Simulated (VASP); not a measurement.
# Mo (Cmme) in VASP: single point with PBE

Aim: the single point of Mo with PBE.

Program: VASP 6.6.1. These are calculated values, not measurements. Logs are shortened: lines on timing, memory, paths and dates and some standing lists are left out, and cuts for length are marked.

## 1. The cell of the first run

It takes space group Cmme (No. 67, orthorhombic). The conventional cell has a = 3.142 Å, b = 4.443 Å, c = 9.137 Å, α = 90.00°, β = 90.00°, γ = 90.00°. Mo (site symmetry mm2) has 14 Mo at 2.72 to 3.32 Å within 3.6 Å. Mo (site symmetry mm2) has 14 Mo at 2.72 to 3.14 Å within 3.6 Å.

## 2. Single point, PBE (the distance across one plane changed)

The input, INCAR:

```
PREC = Accurate ; ENCUT = 520
EDIFF = 1E-7 ; ISMEAR = 0
SIGMA = 0.15 ; LREAL = False
LASPH = True ; NELM = 80
ALGO = Fast ; ISIF = 2
LWAVE = False ; LCHARG = False
GGA = PE ; NBANDS = 36
```

The input, KPOINTS:

```
Automatic mesh
0
Gamma
  18 18 6
```

The input, POSCAR:

```
Mo
1.0
   -1.5710000000      1.5710000000     -1.5710000000
   -1.5710000000     -1.5710000000      1.5710000000
    0.0000000000      6.4607766953      6.4607766953
Mo
4
Direct
    0.0000000000      0.0000000000      0.8510586667
    0.5000000000      0.5000000000      0.1215798095
    0.0000000000      0.0000000000      0.3647394286
    0.5000000000      0.5000000000      0.6078990476
```

Potentials or basis: VASP PAW PBE potentials, release 64 (Mo_sv).

The run is started by

```sh
cat potpaw_PBE.64/Mo_sv/POTCAR > POTCAR
mpirun -np 1 vasp_std > vasp.out
```

OUTCAR:

```text
PREC = Accurate
   ENCUT = 520
   EDIFF = 1E-7
   ISMEAR = 0
   LREAL = False
   LASPH = True
   NELM = 80
   ISIF = 2
   GGA = PE

 ion  position               nearest neighbor table
   1  0.000  0.000  0.851-   4 2.72   4 2.72   2 2.93   2 2.93   4 3.14   4 3.14   2 3.32   2 3.32

   2  0.500  0.500  0.122-   3 2.72   3 2.72   1 2.93   1 2.93   3 3.14   3 3.14   1 3.32   1 3.32

   3  0.000  0.000  0.365-   4 2.72   4 2.72   2 2.72   2 2.72   4 3.14   4 3.14   2 3.14   2 3.14

   4  0.500  0.500  0.608-   3 2.72   3 2.72   1 2.72   1 2.72   3 3.14   3 3.14   1 3.14   1 3.14

  LATTYP: Found a base centered orthorhombic cell.
 ALAT       =     3.1420000000
 B/A-ratio  =     1.4142135624
 C/A-ratio  =     2.9079942794

  Lattice vectors:

 A1 = (  -1.5710000000,   1.5710000000,  -1.5710000000)
 A2 = (  -1.5710000000,  -1.5710000000,   1.5710000000)
 A3 = (   0.0000000000,   6.4607766953,   6.4607766953)

Analysis of symmetry for initial positions (statically):
=====================================================================
 Subroutine PRICEL returns:
 Original cell was already a primitive cell.

 Routine SETGRP: Setting up the symmetry group for a
 base centered orthorhombic supercell.

 Subroutine GETGRP returns: Found  8 space group operations
 (whereof  4 operations were pure point group operations)
 out of a pool of  8 trial point group operations.

The static configuration has the point symmetry C_2v.
 The point group associated with its full space group is D_2h.

Analysis of symmetry for dynamics (positions and initial velocities):
=====================================================================
 Subroutine PRICEL returns:
 Original cell was already a primitive cell.

 Routine SETGRP: Setting up the symmetry group for a
 base centered orthorhombic supercell.

 Subroutine GETGRP returns: Found  8 space group operations
 (whereof  4 operations were pure point group operations)
 out of a pool of  8 trial point group operations.

The dynamic configuration has the point symmetry C_2v.
 The point group associated with its full space group is D_2h.

 Subroutine INISYM returns: Found  8 space group operations
 (whereof  4 operations are pure point group operations),
 and found     1 'primitive' translations

[... 97 lines left out ...]
   NELM   =     80;   NELMIN=  2; NELMDL= -5     # of ELM steps
   EDIFF  = 0.1E-06   stopping-criterion for ELM
   LREAL  =      F    real-space projection
   EDIFFG = 0.1E-05   stopping-criterion for IOM
   NSW    =      0    number of steps for IOM
   IBRION =     -1    ionic relax: 0-MD 1-quasi-New 2-CG
   NFREE  =      0    steps in history (QN), initial steepest desc. (CG)
   ISIF   =      2    stress and relaxation
   ISYM   =      2    0-nonsym 1-usesym 2-fastsym
   POTIM  = 0.5000    time-step for ionic-motion
   TEBEG  =    0.0;   TEEND  =   0.0 temperature during run
   PSTRESS=    0.0 pullay stress
   NELECT =      56.0000    total number of electrons
   NUPDOWN=      -1.0000    fix difference up-down
   EMIN   =  10.00;   EMAX   =-10.00  energy-range for DOS
   EFERMI =   0.00;   METHOD = LEGACY
   ISMEAR =     0;   SIGMA  =   0.15  broadening in eV -4-tet -1-fermi 0-gaus
   EFERMI_NEDOS =   21; number of points for ismear=-14 and -15
   IALGO  =     68    algorithm
   IMIX   =      4    mixing-type and parameters
     AMIX     =   0.40;   BMIX     =  1.00
     AMIX_MAG =   1.60;   BMIX_MAG =  1.00
  volume/ion in A,a.u.               =      15.95       107.61
  Fermi-wavevector in a.u.,A,eV,Ry     =   1.567612  2.962356 33.435041  2.457406
  Thomas-Fermi vector in A             =   2.669766
   LORBIT       =      0    0 simple, 1 ext, 2 COOP (PROOUT), +10 PAW based schemes
   GGA     = PE    functional components
   LHFCALC =     F    Hartree Fock is set to
   AEXX    =    0.0000 exact exchange contribution
   IVDW    =     0    specifies the selected vdW correction
   LEPSILON=     F    determine dielectric tensor
   LRPA    =     F    only Hartree local field effects (RPA)
 non-spin polarized calculation
 RMM-DIIS sequential band-by-band and
 Gauss-broadening in eV      SIGMA  =   0.15
  energy-cutoff  :      520.00
  volume of cell :       63.78
 maximum number of plane-waves:      1748
   NGX = 11   NGY = 11   NGZ = 33

 number of electron      55.9999987 magnetization

 Free energy of the ion-electron system (eV)
  ---------------------------------------------------
  ext. energy  EPLUGINS =         0.00000000
  ---------------------------------------------------
  free energy    TOTEN  =       -43.60557784 eV

  energy without entropy =      -43.57441808  energy(sigma->0) =      -43.58999796

 E-fermi :  12.2889     XC(G=0): -13.2714

 val. band max:       12.2873379107   @ k =  -0.4444   0.0556   0.1667
 cond. band min:      12.2895257127   @ k =   0.2222   0.1667   0.5000
 fundamental gap:      0.0021878020
 Fermi energy:        12.2889267610

 k-point     1 :       0.0000    0.0000    0.0000
  band No.  band energies     occupation
      1     -49.0085      2.00000
      2     -48.9193      2.00000
      3     -48.8723      2.00000
      4     -48.7670      2.00000
      5     -23.6245      2.00000
      6     -23.0861      2.00000
[... 925 lines left out ...]
     35      14.0752      0.00000
     36      14.3825      0.00000

 [... further k-points ...]

------------------------ aborting loop because EDIFF is reached ----------------------------------------

  FORCE on cell =-STRESS in cart. coord.  units (eV):
  Direction    XX          YY          ZZ          XY          YZ          ZX
  --------------------------------------------------------------------------------------
  -------------------------------------------------------------------------------------
  Total        0.5743378     -0.6873468     -0.6873468      0.0000000     -1.0457563     -0.0000000
  in kB       14.4271626    -17.2659080    -17.2659080      0.0000000    -26.2690266     -0.0000000
  external PRESSURE =      -6.7015511 kB  Pullay stress =       0.0000000 kB

 VOLUME and BASIS-vectors are now :
 -----------------------------------------------------------------------------
  energy-cutoff  :      520.00
  volume of cell :       63.78
      direct lattice vectors                 reciprocal lattice vectors
    -1.571000000  1.571000000 -1.571000000    -0.318268619  0.159134309 -0.159134309
    -1.571000000 -1.571000000  1.571000000    -0.318268619 -0.159134309  0.159134309
     0.000000000  6.460776695  6.460776695     0.000000000  0.077390076  0.077390076

 POSITION                                       TOTAL-FORCE (eV/Angst)
 -----------------------------------------------------------------------------------
      0.00000      5.49850      5.49850         0.000000      0.821286      0.821286
     -1.57100      0.78550      0.78550        -0.000000     -0.821286     -0.821286
      0.00000      2.35650      2.35650        -0.000000     -0.049896     -0.049896
     -1.57100      3.92750      3.92750        -0.000000      0.049896      0.049896
 -----------------------------------------------------------------------------------
    total drift:                               -0.000000     -0.000051     -0.000051

  FREE ENERGIE OF THE ION-ELECTRON SYSTEM (eV)
  ---------------------------------------------------
  free  energy   TOTEN  =       -43.6055778381 eV

  energy  without entropy=      -43.5744180807  energy(sigma->0) =      -43.58999796
```

OSZICAR:

```text
N       E                     dE             d eps       ncg     rms          rms(c)
DAV:   1     0.691020976753E+03    0.69102E+03   -0.35548E+04 26208   0.164E+03
DAV:   2    -0.223890117744E+02   -0.71341E+03   -0.69872E+03 28304   0.525E+02
DAV:   3    -0.459161223219E+02   -0.23527E+02   -0.22813E+02 33588   0.896E+01
DAV:   4    -0.463024938806E+02   -0.38637E+00   -0.38359E+00 30692   0.991E+00
DAV:   5    -0.463082592838E+02   -0.57654E-02   -0.57592E-02 30396   0.116E+00    0.284E+01
RMM:   6    -0.439683641765E+02    0.23399E+01   -0.51276E+00 26455   0.137E+01    0.871E+00
RMM:   7    -0.440375986277E+02   -0.69234E-01   -0.28374E+00 29195   0.777E+00    0.399E+00
RMM:   8    -0.436061763523E+02    0.43142E+00   -0.62311E-01 30311   0.333E+00    0.193E+00
RMM:   9    -0.436041214197E+02    0.20549E-02   -0.11973E-01 34581   0.164E+00    0.396E-01
RMM:  10    -0.436051824224E+02   -0.10610E-02   -0.27571E-02 35276   0.637E-01    0.767E-02
RMM:  11    -0.436055176964E+02   -0.33527E-03   -0.43770E-03 37772   0.255E-01    0.501E-02
RMM:  12    -0.436055584191E+02   -0.40723E-04   -0.65436E-04 36418   0.950E-02    0.125E-02
RMM:  13    -0.436055756786E+02   -0.17259E-04   -0.16231E-04 36805   0.461E-02    0.869E-03
RMM:  14    -0.436055766743E+02   -0.99575E-06   -0.37623E-05 36807   0.211E-02    0.277E-03
RMM:  15    -0.436055778288E+02   -0.11545E-05   -0.10841E-05 33235   0.132E-02    0.305E-03
RMM:  16    -0.436055777556E+02    0.73163E-07   -0.37442E-06 28900   0.618E-03    0.959E-04
RMM:  17    -0.436055778581E+02   -0.10242E-06   -0.10788E-06 22850   0.282E-03    0.364E-04
RMM:  18    -0.436055778381E+02    0.19974E-07   -0.35129E-07 20700   0.116E-03
   1 F= -.43605578E+02 E0= -.43589998E+02  d E =-.311598E-01
```

stdout:

```text
POSCAR found type information on POSCAR Mo
 POSCAR found :  1 types and       4 ions
 scaLAPACK will be used
 LDA part: xc-table for (Slater+PW92), standard interpolation
 POSCAR, INCAR and KPOINTS ok, starting setup
 FFT: planning ... GRIDC
 FFT: planning ... GRID_SOFT
 FFT: planning ... GRID
 WAVECAR not read
 entering main loop
```

Run time: 11 min. Hardware: 1 thread of AMD EPYC 9R45 (Zen 5), shared host; peak memory 0.58 GiB.

Results:

```yaml
Free_energy: -43.6056 eV
Pressure: -0.7 GPa
Largest_force: 1.161 eV/Å
Band_gap_on_the_k_mesh: zero (bands 28 and 29 overlap by 2.55 eV)
```

Forces on the atoms (eV/Å):
```
Mo   0.000  0.821  0.821
Mo   0.000 -0.821 -0.821
Mo   0.000 -0.050 -0.050
Mo   0.000  0.050  0.050
```

Stress tensor (GPa, compression positive):
```
 1.44  0.00  0.00
 0.00 -1.73 -2.63
 0.00 -2.63 -1.73
```

Caveat: the cell differs from its parent crystal (the distance across one plane changed); forces of over 1 eV/Å act on the atoms, so gaps and moduli don't describe the material at rest.
